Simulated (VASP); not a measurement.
# CoO (F-43m) in VASP: further runs

Runs on CoO. Level: PBE. Tasks: single point.

All numbers are computed with VASP 6.6.1; they aren't measurements. Logs are shortened: lines on timing, memory, paths and dates and some standing lists are left out, and cuts for length are marked.

### 1 The cell of the first run

The structure is cubic, space group F-43m (No. 216). The conventional cell has a = 4.718 Å, b = 4.718 Å, c = 4.718 Å, α = 90.00°, β = 90.00°, γ = 90.00°. Within 2.7 Å of Co (site symmetry -43m) lie 4 O at 2.04 Å. Within 2.7 Å of O (site symmetry -43m) lie 4 Co at 2.04 Å.

### 2 Single point, PBE, collinear spin, ferromagnetic start

File INCAR:

```
ALGO     = Normal         # electronic algorithm
EDIFF    = 1E-6           # SCF threshold, eV
ENCUT    = 600            # plane-wave cutoff, eV
GGA      = PE             # functional
GGA_COMPAT= False        
ISIF     = 2              # what is computed and relaxed
ISMEAR   = -1             # smearing method
ISPIN    = 2              # spin polarisation
LASPH    = True           # aspherical terms in the spheres
LCHARG   = False          # write CHGCAR
LMAXMIX  = 4              # l up to which the mixer works
LORBIT   = 11             # projections on sites
LREAL    = False          # projectors in reciprocal space
LWAVE    = False          # write WAVECAR
MAGMOM   = 2 0            # initial moments
NBANDS   = 22             # bands
NELM     = 200            # most SCF steps
PREC     = Accurate       # precision mode
SIGMA    = 0.05           # smearing width, eV
```

File KPOINTS:

```
k-points
0
Gamma
  10 10 10
```

File POSCAR:

```
CoO
1.0
    0.0000000000      2.3591630992      2.3591630992
    2.3591630992      0.0000000000      2.3591630992
    2.3591630992      2.3591630992      0.0000000000
Co O
1 1
Direct
    0.0000000000      0.0000000000      0.0000000000
    0.2500000000      0.2500000000      0.2500000000
```

Potentials or basis: VASP PAW PBE potentials, release 64 (Co_sv, O).

Command:

```
$ cat potpaw_PBE.64/Co_sv/POTCAR potpaw_PBE.64/O/POTCAR > POTCAR
$ mpirun -np 1 vasp_std > vasp.out
```

OUTCAR:

```text
EDIFF = 1E-6
   ENCUT = 600
   GGA = PE
   ISIF = 2
   ISMEAR = -1
   ISPIN = 2
   LASPH = True
   LORBIT = 11
   LREAL = False
   NELM = 200
   PREC = Accurate

 ion  position               nearest neighbor table
   1  0.000  0.000  0.000-   2 2.04   2 2.04   2 2.04   2 2.04
   2  0.250  0.250  0.250-   1 2.04   1 2.04   1 2.04   1 2.04

  LATTYP: Found a face centered cubic cell.
 ALAT       =     4.7183261984

  Lattice vectors:

 A1 = (   0.0000000000,   2.3591630992,   2.3591630992)
 A2 = (   2.3591630992,   0.0000000000,   2.3591630992)
 A3 = (   2.3591630992,   2.3591630992,   0.0000000000)

Analysis of symmetry for initial positions (statically):
=====================================================================
 Subroutine PRICEL returns:
 Original cell was already a primitive cell.

 Routine SETGRP: Setting up the symmetry group for a
 face centered cubic supercell.

 Subroutine GETGRP returns: Found 24 space group operations
 (whereof 24 operations were pure point group operations)
 out of a pool of 48 trial point group operations.

The static configuration has the point symmetry T_d .

Analysis of symmetry for dynamics (positions and initial velocities):
=====================================================================
 Subroutine PRICEL returns:
 Original cell was already a primitive cell.

 Routine SETGRP: Setting up the symmetry group for a
 face centered cubic supercell.

 Subroutine GETGRP returns: Found 24 space group operations
 (whereof 24 operations were pure point group operations)
 out of a pool of 48 trial point group operations.

The dynamic configuration has the point symmetry T_d .

Analysis of structural, dynamic, and magnetic symmetry:
=====================================================================
 Subroutine PRICEL returns:
 Original cell was already a primitive cell.

 Routine SETGRP: Setting up the symmetry group for a
 face centered cubic supercell.

 Subroutine GETGRP returns: Found 24 space group operations
 (whereof 24 operations were pure point group operations)
 out of a pool of 48 trial point group operations.

The overall configuration has the point symmetry T_d .

 Subroutine INISYM returns: Found 24 space group operations
 (whereof 24 operations are pure point group operations),
 and found     1 'primitive' translations

[... 110 lines left out ...]
   EFERMI_NEDOS =   21; number of points for ismear=-14 and -15
   IALGO  =     38    algorithm
   IMIX   =      4    mixing-type and parameters
     AMIX     =   0.40;   BMIX     =  1.00
     AMIX_MAG =   1.60;   BMIX_MAG =  1.00
  volume/ion in A,a.u.               =      13.13        88.61
  Fermi-wavevector in a.u.,A,eV,Ry     =   1.566328  2.959931 33.380323  2.453385
  Thomas-Fermi vector in A             =   2.668673
   LORBIT       =     11    0 simple, 1 ext, 2 COOP (PROOUT), +10 PAW based schemes
   GGA     = PE    functional components
   LHFCALC =     F    Hartree Fock is set to
   AEXX    =    0.0000 exact exchange contribution
   IVDW    =     0    specifies the selected vdW correction
   LEPSILON=     F    determine dielectric tensor
   LRPA    =     F    only Hartree local field effects (RPA)
 spin polarized calculation
  energy-cutoff  :      600.00
  volume of cell :       26.26
 maximum number of plane-waves:       895
   NGX = 13   NGY = 13   NGZ = 13

 number of electron      22.9999995 magnetization       2.9914599

 Free energy of the ion-electron system (eV)
  ---------------------------------------------------
  ext. energy  EPLUGINS =         0.00000000
  ---------------------------------------------------
  free energy    TOTEN  =       -13.29091519 eV

  energy without entropy =      -13.27867048  energy(sigma->0) =      -13.28479283

 E-fermi :   5.2067     XC(G=0): -10.6740

 val. band max:        5.1906574998   @ k =  -0.4000   0.5000   0.1000
 cond. band min:       5.2436950819   @ k =  -0.3000   0.4000   0.2000
 fundamental gap:      0.0530375821
 Fermi energy:         5.2066881857

 spin component 1

 k-point     1 :       0.0000    0.0000    0.0000
  band No.  band energies     occupation
      1     -91.3815      1.00000
      2     -54.6349      1.00000
      3     -54.6349      1.00000
      4     -54.6349      1.00000
      5     -13.7920      1.00000
      6      -0.1748      1.00000
[... 589 lines left out ...]
     21      29.9309      0.00000
     22      31.5983      0.00000

 [... further k-points ...]

 spin component 2

 k-point     1 :       0.0000    0.0000    0.0000
  band No.  band energies     occupation
      1     -88.3452      1.00000
      2     -51.6709      1.00000
      3     -51.6708      1.00000
      4     -51.6707      1.00000
      5     -13.2332      1.00000
      6       1.1743      1.00000
[... 589 lines left out ...]
     21      30.4454      0.00000
     22      32.1033      0.00000

 [... further k-points ...]

------------------------ aborting loop because EDIFF is reached ----------------------------------------

  FORCE on cell =-STRESS in cart. coord.  units (eV):
  Direction    XX          YY          ZZ          XY          YZ          ZX
  --------------------------------------------------------------------------------------
  -------------------------------------------------------------------------------------
  Total       -2.5231936     -2.5231936     -2.5231936      0.0000000      0.0000000      0.0000000
  in kB     -153.9420495   -153.9420495   -153.9420495      0.0000000      0.0000000      0.0000000
  external PRESSURE =    -153.9420495 kB  Pullay stress =       0.0000000 kB

 VOLUME and BASIS-vectors are now :
 -----------------------------------------------------------------------------
  energy-cutoff  :      600.00
  volume of cell :       26.26
      direct lattice vectors                 reciprocal lattice vectors
     0.000000000  2.359163099  2.359163099    -0.211939565  0.211939565  0.211939565
     2.359163099  0.000000000  2.359163099     0.211939565 -0.211939565  0.211939565
     2.359163099  2.359163099  0.000000000     0.211939565  0.211939565 -0.211939565

 POSITION                                       TOTAL-FORCE (eV/Angst)
 -----------------------------------------------------------------------------------
      0.00000      0.00000      0.00000        -0.000000     -0.000000      0.000000
      1.17958      1.17958      1.17958         0.000000      0.000000     -0.000000
 -----------------------------------------------------------------------------------
    total drift:                               -0.000000     -0.000000     -0.000001

  FREE ENERGIE OF THE ION-ELECTRON SYSTEM (eV)
  ---------------------------------------------------
  free  energy   TOTEN  =       -13.2909151883 eV

  energy  without entropy=      -13.2786704762  energy(sigma->0) =      -13.28479283

 total charge

# of ion       s       p       d       tot
------------------------------------------
    1        2.149   6.062   6.650  14.861
    2        1.547   3.389   0.000   4.936
--------------------------------------------------
tot          3.696   9.451   6.650  19.797

 magnetization (x)

# of ion       s       p       d       tot
------------------------------------------
    1        0.013   0.019   2.462   2.494
    2        0.020   0.296   0.000   0.316
--------------------------------------------------
tot          0.033   0.315   2.462   2.809
```

Wall time 1.8 min (1 thread of Intel Xeon Platinum 8375C at 2.90GHz (Ice Lake), shared host); peak memory 0.2 GiB.

What came out:

| Property | Result |
| --- | --- |
| Free energy | -13.2909 eV |
| Pressure | -15.4 GPa |
| Band gap on the k mesh | zero (filled and empty bands overlap) |
| Net moment | 2.99 μB per cell |
| Site moments | Co +2.49; O +0.32 μB |
| Valence electrons inside the program's atomic spheres | Co 14.86; O 4.94 |

Caveat: the cell stands under tension; a cell with one magnetic atom can't hold antiferromagnetic order, which such compounds often take; semilocal functionals often make such compounds metallic where correlation or magnetic order opens a gap, which also shifts bond lengths.

### 3 Single point, PBE, collinear spin, ferromagnetic start

This run uses another cell than the first one, of 12.87 Å³/atom.

File INCAR:

```
SYSTEM = CoO
PREC = Accurate ; ENCUT = 600
EDIFF = 1E-6 ; ISMEAR = 0
SIGMA = 0.027000000000000003 ; LREAL = .FALSE.
LASPH = .TRUE. ; NELM = 200
ALGO = Normal ; ISIF = 2
LWAVE = .FALSE. ; LCHARG = .FALSE.
ISPIN = 2 ; MAGMOM = 2 0
LORBIT = 11 ; LMAXMIX = 4
GGA = PE ; NBANDS = 22
GGA_COMPAT = .FALSE.
```

File KPOINTS:

```
Automatic mesh
0
G
  10 10 10
  0 0 0
```

File POSCAR:

```
CoO
1.0
    0.0000000000      2.3436418400      2.3436418400
    2.3436418400      0.0000000000      2.3436418400
    2.3436418400      2.3436418400      0.0000000000
Co O
1 1
Direct
    0.0000000000      0.0000000000      0.0000000000
    0.2500000000      0.2500000000      0.2500000000
```

Potentials or basis: VASP PAW PBE potentials, release 64 (Co_sv, O).

Command:

```
$ cat potpaw_PBE.64/Co_sv/POTCAR potpaw_PBE.64/O/POTCAR > POTCAR
$ mpirun -np 1 vasp_std > vasp.out
```

OUTCAR:

```text
SYSTEM = CoO
   PREC = Accurate
   ENCUT = 600
   EDIFF = 1E-6
   ISMEAR = 0
   LREAL = .FALSE.
   LASPH = .TRUE.
   NELM = 200
   ISIF = 2
   ISPIN = 2
   LORBIT = 11
   GGA = PE

 ion  position               nearest neighbor table
   1  0.000  0.000  0.000-   2 2.03   2 2.03   2 2.03   2 2.03
   2  0.250  0.250  0.250-   1 2.03   1 2.03   1 2.03   1 2.03

  LATTYP: Found a face centered cubic cell.
 ALAT       =     4.6872836800

  Lattice vectors:

 A1 = (   0.0000000000,   2.3436418400,   2.3436418400)
 A2 = (   2.3436418400,   0.0000000000,   2.3436418400)
 A3 = (   2.3436418400,   2.3436418400,   0.0000000000)

[... 1413 lines left out ...]
 VOLUME and BASIS-vectors are now :
 -----------------------------------------------------------------------------
  energy-cutoff  :      600.00
  volume of cell :       25.75
      direct lattice vectors                 reciprocal lattice vectors
     0.000000000  2.343641840  2.343641840    -0.213343179  0.213343179  0.213343179
     2.343641840  0.000000000  2.343641840     0.213343179 -0.213343179  0.213343179
     2.343641840  2.343641840  0.000000000     0.213343179  0.213343179 -0.213343179

 POSITION                                       TOTAL-FORCE (eV/Angst)
 -----------------------------------------------------------------------------------
      0.00000      0.00000      0.00000         0.000000      0.000000      0.000000
      1.17182      1.17182      1.17182        -0.000000     -0.000000     -0.000000
 -----------------------------------------------------------------------------------
    total drift:                               -0.000000     -0.000000     -0.000000

  FREE ENERGIE OF THE ION-ELECTRON SYSTEM (eV)
  ---------------------------------------------------
  free  energy   TOTEN  =       -13.3279067733 eV

  energy  without entropy=      -13.3276374772  energy(sigma->0) =      -13.32777213

 total charge

# of ion       s       p       d       tot
------------------------------------------
    1        2.151   6.065   6.654  14.870
    2        1.547   3.397   0.000   4.944
--------------------------------------------------
tot          3.698   9.463   6.654  19.815

 magnetization (x)

# of ion       s       p       d       tot
------------------------------------------
    1        0.013   0.019   2.453   2.486
    2        0.020   0.299   0.000   0.319
--------------------------------------------------
tot          0.033   0.318   2.453   2.805
```

OSZICAR:

```text
N       E                     dE             d eps       ncg     rms          rms(c)
DAV:   1     0.249066968905E+03    0.24907E+03   -0.13454E+04  5508   0.235E+03
DAV:   2    -0.444861918279E+01   -0.25352E+03   -0.24086E+03  6172   0.635E+02
DAV:   3    -0.161769885746E+02   -0.11728E+02   -0.11639E+02  5860   0.114E+02
DAV:   4    -0.162943539829E+02   -0.11737E+00   -0.11734E+00  4596   0.106E+01
DAV:   5    -0.162995796070E+02   -0.52256E-02   -0.52255E-02  6244   0.259E+00    0.189E+01
DAV:   6    -0.164844611299E+02   -0.18488E+00   -0.37745E+01  6144   0.104E+02    0.395E+01
DAV:   7    -0.132735970810E+02    0.32109E+01   -0.15690E+01  5294   0.783E+01    0.818E+00
DAV:   8    -0.133366148510E+02   -0.63018E-01   -0.96275E-01  5344   0.827E+00    0.435E+00
DAV:   9    -0.133229563338E+02    0.13659E-01   -0.25829E-01  7250   0.520E+00    0.228E+00
DAV:  10    -0.133208506467E+02    0.21057E-02   -0.86313E-02  6068   0.328E+00    0.108E+00
DAV:  11    -0.133276383329E+02   -0.67877E-02   -0.11507E-02  5208   0.114E+00    0.361E-01
DAV:  12    -0.133278153956E+02   -0.17706E-03   -0.11272E-03  5610   0.402E-01    0.933E-02
DAV:  13    -0.133278704194E+02   -0.55024E-04   -0.18207E-04  5104   0.139E-01    0.698E-02
DAV:  14    -0.133278938712E+02   -0.23452E-04   -0.33266E-05  5340   0.700E-02    0.330E-02
DAV:  15    -0.133279031998E+02   -0.93286E-05   -0.51758E-05  5502   0.705E-02    0.735E-03
DAV:  16    -0.133279063302E+02   -0.31304E-05   -0.23711E-06  4826   0.189E-02    0.397E-03
DAV:  17    -0.133279067733E+02   -0.44310E-06   -0.17601E-07  3094   0.665E-03
   1 F= -.13327907E+02 E0= -.13327772E+02  d E =-.269296E-03  mag=     2.9857
```

Wall time 94 s (1 thread of AMD EPYC 7R43 (Zen 3), shared host); peak memory 0.16 GiB.

What came out:

| Item | Value |
| --- | --- |
| Free energy | -13.3279 eV |
| Pressure | -13.9 GPa |
| Band gap on the k mesh | zero (filled and empty bands overlap) |
| Net moment | 2.99 μB per cell |
| Site moments | Co +2.49; O +0.32 μB |
| Valence electrons inside the program's atomic spheres | Co 14.87; O 4.94 |

Caveat: the cell stands under tension; a cell with one magnetic atom can't hold antiferromagnetic order, which such compounds often take; semilocal functionals often make such compounds metallic where correlation or magnetic order opens a gap, which also shifts bond lengths.

(Part 1 of 2 ends here.)
